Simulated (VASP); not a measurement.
Zr3S2: single point with PBE

The system is Zr3S2.

```
Zr S
1.0
     2.90254    1.67578    3.48777
    -2.90254    1.67578    3.48777
     0.00000   -3.35156    3.48777
Zr S
3 2
Direct
  0.15133 0.82878 0.51989
  0.50000 0.16127 0.83873
  0.83873 0.50000 0.16127
  0.33498 0.33498 0.33498
  0.66502 0.66502 0.66502
```

```json
{
 "Program": "VASP 6.6.1",
 "Task": "single point",
 "Functional": "PBE",
 "Potentials or basis": "VASP PAW PBE potentials, release 64 (Zr_sv, S)",
 "Cutoff": "520 eV",
 "k mesh": "5 × 5 × 5",
 "Occupations": "fermi-dirac, width 0.1 eV",
 "Spin": "no spin polarisation",
 "Dipole correction": "no",
 "Further INCAR settings": "ALGO = Normal; EDIFF = 1e-07; NBANDS = 32"
}
```

```yaml
Pressure: -0.7 GPa
Largest_force: 0.955 eV/Å
Band_gap_on_the_k_mesh: zero (bands 24 and 25 overlap by 0.24 eV)
```

Forces on the atoms (eV/Å):
```
Zr   0.093  0.867  0.388
Zr  -0.116 -0.133 -0.010
Zr   0.065 -0.257 -0.009
S    0.081 -0.226 -0.147
S   -0.123 -0.251 -0.221
```

Stress tensor (GPa, compression positive):
```
-0.68  0.39  0.78
 0.39 -0.60  0.10
 0.78  0.10 -0.69
```

Levels at points of the mesh, in eV from the Fermi level:
```
           k point  band 21  band 22  band 23  band 24  band 25  band 26  band 27  band 28
(0.00, 0.00, 0.00)    -2.59    -1.81     0.06     0.12     0.65     0.74     1.97     2.70
```

Wall time 4 min on 1 thread of Intel Xeon 8259CL, on a shared host, peak memory 0.3 GiB.
